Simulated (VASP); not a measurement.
Set up this calculation in VASP 6.6.1, as the native input.

```yaml
Task: single point
Functional: PBE
Potentials_or_basis: VASP PAW PBE potentials, release 64 (I)
Cutoff: 520 eV
k_mesh: 7 × 7 × 3
Occupations: gaussian, width 0.023 eV
Spin: no spin polarisation
Dipole_correction: no
Further_INCAR_settings: ALGO = Normal; EDIFF = 1e-06; NBANDS = 22
```

The structure of I lies in POSCAR:

```
I
1.0
    3.6350350000     -2.3950200000      0.0000000000
    3.6350350000      2.3950200000      0.0000000000
    0.0000000000      0.0000000000      9.7934400000
I
4
Direct
    0.6493000000      0.3507000000      0.3844000000
    0.1493000000      0.8507000000      0.1156000000
    0.3507000000      0.6493000000      0.6156000000
    0.8507000000      0.1493000000      0.8844000000
```

One way to write it, as run:

INCAR

```
PREC     = Accurate       # precision mode
ENCUT    = 520            # plane-wave cutoff, eV
EDIFF    = 1E-6           # SCF threshold, eV
ISMEAR   = 0              # smearing method
SIGMA    = 0.023          # smearing width, eV
LREAL    = False          # projectors in reciprocal space
LASPH    = True           # aspherical terms in the spheres
NELM     = 80             # most SCF steps
ALGO     = Normal         # electronic algorithm
ISIF     = 2              # what is computed and relaxed
LWAVE    = False          # write WAVECAR
LCHARG   = False          # write CHGCAR
GGA      = PE             # functional
NBANDS   = 22             # bands
```

KPOINTS

```
regular mesh
0
Gamma
  7 7 3
```

Potentials or basis: VASP PAW PBE potentials, release 64 (I).

Command:

```console
$ cat potpaw_PBE.64/I/POTCAR > POTCAR
$ mpirun -np 1 vasp_std > vasp.out
```

It gave:

The pressure is 1.7 GPa. The largest force is 0.844 eV/Å. The band gap on the k mesh is 1.33 eV (least direct gap 1.41 eV).

Caveat: this functional lacks dispersion, which holds the molecules together, so the pressure and a relaxed volume are unreliable; spin-orbit coupling is left out, which moves the levels of the heavy elements.

Wall time 51 s on 1 thread of AMD EPYC 9R45 96-Core Processor (Zen 5), with other jobs on the host, peak memory 0.27 GiB.
